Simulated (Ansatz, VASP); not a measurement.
HfC in VASP and in Ansatz

```xyz
4
Lattice="1.6249 0.9381 5.8123 -1.6249 0.9381 5.8123 0.0000 -1.8763 5.8123" Properties=species:S:1:pos:R:3 pbc="T T T"
Hf    0.0000    0.0000    0.0000
Hf    0.0000    0.0000    2.9061
C     0.0000    0.0000    7.2653
C     0.0000    0.0000   10.1714
```

Alike in both runs: task relaxation of cell and atoms; functional PBE; k mesh 6 × 6 × 6; occupations gaussian, width 0.1 eV; no spin polarisation.

|  | VASP | Ansatz |
| --- | --- | --- |
| version | VASP 6.6.1 | Ansatz 0.2.0 |
| potentials or method | VASP PAW PBE potentials, release 64 (Hf_pv, C), cutoff 600 eV | scalar-relativistic, plane waves, PAW |
| valence electrons in the cell | 28 | 60 |

VASP gave:

| Quantity | Value |
| --- | --- |
| gap on the k mesh at the Fermi level, each at its own relaxed structure (eV) | none |
| relaxed volume (Å³/atom) | 12.95 |
| relaxed cell length with the largest relative difference (Å) | 5.913 |

Q: Which values does Ansatz return?

A: gap on the k mesh at the Fermi level, each at its own relaxed structure (eV): none; relaxed volume (Å³/atom): 13.00; relaxed cell length with the largest relative difference (Å): 5.923.

A gap of «none» marks a metal or a gap that the smearing closes. VASP's potentials hold 28 valence electrons a cell and Ansatz's 60, so a difference there can come from the potentials and not from the codes.

The k mesh is coarse, so the values compare programs but aren't converged. Neither program's run includes spin-orbit coupling.
